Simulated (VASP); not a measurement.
# Ti2SeS (P-6m2) in VASP: further runs, part 2 of 2

VASP 6.6.1. Earlier steps stand in the parts before.

## 3. Relaxation of shape and atoms at fixed volume, PBE (volume scaled by 0.94)

INCAR reads:

```
PREC     = Accurate       # precision mode
ENCUT    = 600            # plane-wave cutoff, eV
EDIFF    = 1E-7           # SCF threshold, eV
ISMEAR   = 0              # smearing method
SIGMA    = 0.1            # smearing width, eV
LREAL    = False          # projectors in reciprocal space
LASPH    = True           # aspherical terms in the spheres
NELM     = 80             # most SCF steps
ALGO     = Normal         # electronic algorithm
ISIF     = 4              # what is computed and relaxed
LWAVE    = False          # write WAVECAR
LCHARG   = False          # write CHGCAR
GGA      = PE             # functional
IBRION   = 2              # ionic algorithm
NSW      = 50             # ionic steps
EDIFFG   = -0.01          # ionic threshold
```

KPOINTS reads:

```
Automatic mesh
0
Gamma
  12 12 6
```

POSCAR reads:

```
Ti2SeS
1.0
    3.2676109385      0.0000000000      0.0000000000
   -1.6338054693      2.8298340824      0.0000000000
    0.0000000000      0.0000000000      6.5169209072
Ti Se S
2 1 1
Direct
    0.0000000000      0.0000000000      0.2380693402
    0.0000000000      0.0000000000      0.7619306598
    0.3333333333      0.6666666667      0.5000000000
    0.3333333333      0.6666666667      0.0000000000
```

Potentials or basis: VASP PAW PBE potentials, release 64 (Ti_sv, Se, S).

The run is started by

```bash
> cat potpaw_PBE.64/Ti_sv/POTCAR potpaw_PBE.64/Se/POTCAR potpaw_PBE.64/S/POTCAR > POTCAR
> mpirun -np 1 vasp_std > vasp.out
```

OUTCAR:

```text
PREC = Accurate
   ENCUT = 600
   EDIFF = 1E-7
   ISMEAR = 0
   LREAL = False
   LASPH = True
   NELM = 80
   ISIF = 4
   GGA = PE
   IBRION = 2
   NSW = 50
   EDIFFG = -0.01

 ion  position               nearest neighbor table
   1  0.000  0.000  0.238-   4 2.44   4 2.44   4 2.44   3 2.54   3 2.54   3 2.54
   2  0.000  0.000  0.762-   4 2.44   4 2.44   4 2.44   3 2.54   3 2.54   3 2.54
   3  0.333  0.667  0.500-   1 2.54   2 2.54   1 2.54   2 2.54   1 2.54   2 2.54
   4  0.333  0.667  0.000-   1 2.44   2 2.44   1 2.44   2 2.44   1 2.44   2 2.44

  LATTYP: Found a hexagonal cell.
 ALAT       =     3.2676109385
 C/A-ratio  =     1.9943992813

  Lattice vectors:

 A1 = (   3.2676109385,   0.0000000000,   0.0000000000)
 A2 = (  -1.6338054693,   2.8298340824,   0.0000000000)
 A3 = (   0.0000000000,   0.0000000000,   6.5169209072)

Analysis of symmetry for initial positions (statically):
=====================================================================
 Subroutine PRICEL returns:
 Original cell was already a primitive cell.

 Routine SETGRP: Setting up the symmetry group for a
 hexagonal supercell.

 Subroutine GETGRP returns: Found 12 space group operations
 (whereof 12 operations were pure point group operations)
 out of a pool of 24 trial point group operations.

The static configuration has the point symmetry D_3h.

Analysis of symmetry for dynamics (positions and initial velocities):
=====================================================================
 Subroutine PRICEL returns:
 Original cell was already a primitive cell.

 Routine SETGRP: Setting up the symmetry group for a
 hexagonal supercell.

 Subroutine GETGRP returns: Found 12 space group operations
 (whereof 12 operations were pure point group operations)
 out of a pool of 24 trial point group operations.

[... 178 lines left out ...]
      0.00000      0.00000      4.96544         0.000000      0.000000     -0.016893
     -0.00000      1.88656      3.25846        -0.000000      0.000000      0.000000
     -0.00000      1.88656      0.00000        -0.000000     -0.000000      0.000000
 -----------------------------------------------------------------------------------
    total drift:                                0.000000     -0.000000      0.000000

  FREE ENERGIE OF THE ION-ELECTRON SYSTEM (eV)
  ---------------------------------------------------
  free  energy   TOTEN  =       -28.3883617353 eV

  energy  without entropy=      -28.3851370271  energy(sigma->0) =      -28.38674938

--------------------------------------- Ionic step        2  -------------------------------------------

 number of electron      35.9999997 magnetization

 Free energy of the ion-electron system (eV)
  ---------------------------------------------------
  ext. energy  EPLUGINS =         0.00000000
  ---------------------------------------------------
  free energy    TOTEN  =       -28.38938670 eV

  energy without entropy =      -28.38620022  energy(sigma->0) =      -28.38779346

 E-fermi :   9.8684     XC(G=0): -11.8345

 val. band max:        9.8331324522   @ k =   0.0000   0.0000   0.3333
 cond. band min:       9.8827633156   @ k =   0.0833   0.0000   0.1667
 fundamental gap:      0.0496308635
 Fermi energy:         9.8683589449

 k-point     1 :       0.0000    0.0000    0.0000
  band No.  band energies     occupation
      1     -47.3400      2.00000
      2     -47.3257      2.00000
      3     -23.8773      2.00000
      4     -23.6905      2.00000
      5     -23.4949      2.00000
      6     -23.4949      2.00000
[... 589 lines left out ...]
     21      11.4240      0.00000
     22      11.5688      0.00000

 [... further k-points ...]

------------------------ aborting loop because EDIFF is reached ----------------------------------------

  FORCE on cell =-STRESS in cart. coord.  units (eV):
  Direction    XX          YY          ZZ          XY          YZ          ZX
  --------------------------------------------------------------------------------------
  -------------------------------------------------------------------------------------
  Total        3.3671048      3.3671048      3.4164315     -0.0000000      0.0000000      0.0000000
  in kB       89.5227566     89.5227566     90.8342305     -0.0000000      0.0000000      0.0000000
  external PRESSURE =      89.9599146 kB  Pullay stress =       0.0000000 kB

 VOLUME and BASIS-vectors are now :
 -----------------------------------------------------------------------------
  energy-cutoff  :      600.00
  volume of cell :       60.26
      direct lattice vectors                 reciprocal lattice vectors
     3.261331662 -0.000000000  0.000000000     0.306623215  0.177028996  0.000000000
    -1.630665831  2.824396069 -0.000000000     0.000000000  0.354057992  0.000000000
    -0.000000000  0.000000000  6.542040061    -0.000000000 -0.000000000  0.152857517

 POSITION                                       TOTAL-FORCE (eV/Angst)
 -----------------------------------------------------------------------------------
     -0.00000      0.00000      1.55828         0.000000     -0.000000     -0.004033
     -0.00000      0.00000      4.98376        -0.000000     -0.000000      0.004033
     -0.00000      1.88293      3.27102        -0.000000     -0.000000     -0.000000
     -0.00000      1.88293     -0.00000         0.000000      0.000000     -0.000000
 -----------------------------------------------------------------------------------
    total drift:                                0.000000     -0.000000     -0.000000

  FREE ENERGIE OF THE ION-ELECTRON SYSTEM (eV)
  ---------------------------------------------------
  free  energy   TOTEN  =       -28.3893866950 eV

  energy  without entropy=      -28.3862002153  energy(sigma->0) =      -28.38779346

 reached required accuracy - stopping structural energy minimisation
```

CONTCAR:

```text
Ti2SeS
   1.00000000000000
     3.2613316616685881   -0.0000000000022871    0.0000000000000000
    -1.6306658308861788    2.8243960691458203   -0.0000000000000000
    -0.0000000000000000    0.0000000000000000    6.5420400605559026
  Ti              Se              S
     2     1     1
Direct
     0.0000000000000000    0.0000000000000000    0.2381943922500742
     0.0000000000000000    0.0000000000000000    0.7618056077499258
     0.3333333332999970    0.6666666667000030    0.5000000000000000
     0.3333333332999970    0.6666666667000030    0.0000000000000000

  0.00000000E+00  0.00000000E+00  0.00000000E+00
  0.00000000E+00  0.00000000E+00  0.00000000E+00
  0.00000000E+00  0.00000000E+00  0.00000000E+00
  0.00000000E+00  0.00000000E+00  0.00000000E+00
```

It took 84 s on 1 thread of Intel Xeon 6975P-C (Granite Rapids), shared host; peak memory 0.29 GiB.

Results:

- Free energy: -28.3894 eV
- Energy gained by relaxing: 0.3 meV/atom
- Ionic steps: 2
- Pressure after relaxing: 9.0 GPa
- Largest force after relaxing: 0.004 eV/Å
- Band gap on the k mesh: zero (band 18 reaches 10.00 eV, above the bottom of band 19 at 9.79 eV)

Forces in eV/Å, atoms in the order of the input:
```
Ti   0.000  0.000 -0.004
Ti   0.000  0.000  0.004
Se   0.000  0.000  0.000
S    0.000  0.000  0.000
```

Stress tensor (GPa, compression positive):
```
8.95 0.00 0.00
0.00 8.95 0.00
0.00 0.00 9.08
```

The path:
| step | energy change (eV) | largest force (eV/Å) | pressure (GPa) | volume (Å³) |
| --- | --- | --- | --- | --- |
| 1 | 0.0000 | 0.0169 | 9.16 | 60.26 |
| 2 | -0.0010 | 0.0040 | 9.00 | 60.26 |

Final structure:
```cif
data_structure
_symmetry_space_group_name_H-M 'P 1'
_symmetry_Int_Tables_number 1
_cell_length_a 3.2613
_cell_length_b 3.2613
_cell_length_c 6.5420
_cell_angle_alpha 90.000
_cell_angle_beta 90.000
_cell_angle_gamma 120.000
_cell_volume 60.26
loop_
_atom_site_label
_atom_site_type_symbol
_atom_site_fract_x
_atom_site_fract_y
_atom_site_fract_z
_atom_site_occupancy
Ti1 Ti 0.00000 0.00000 0.23819 1
Ti2 Ti 0.00000 0.00000 0.76181 1
Se1 Se 0.33333 0.66667 0.50000 1
S1 S 0.33333 0.66667 0.00000 1
```

Levels at points of the mesh, in eV from the Fermi level:
```
           k point  band 14  band 15  band 16  band 17  band 18  band 19  band 20  band 21  band 22
(0.00, 0.00, 0.00)    -2.78    -2.24    -2.04    -2.04    -0.07    -0.07     1.24     1.24     1.58
(0.50, 0.00, 0.00)    -4.23    -3.75    -2.67    -1.90    -0.76     0.78     2.02     2.08     2.12
(0.00, 0.00, 0.50)    -3.16    -2.06    -2.06    -0.31     0.13     0.13     0.25     0.25     0.48
(0.50, 0.00, 0.50)    -4.90    -3.98    -3.14    -1.14    -0.90     1.27     1.62     1.73     1.76
```

Caveat: the cell differs from its parent crystal (volume scaled by 0.94).
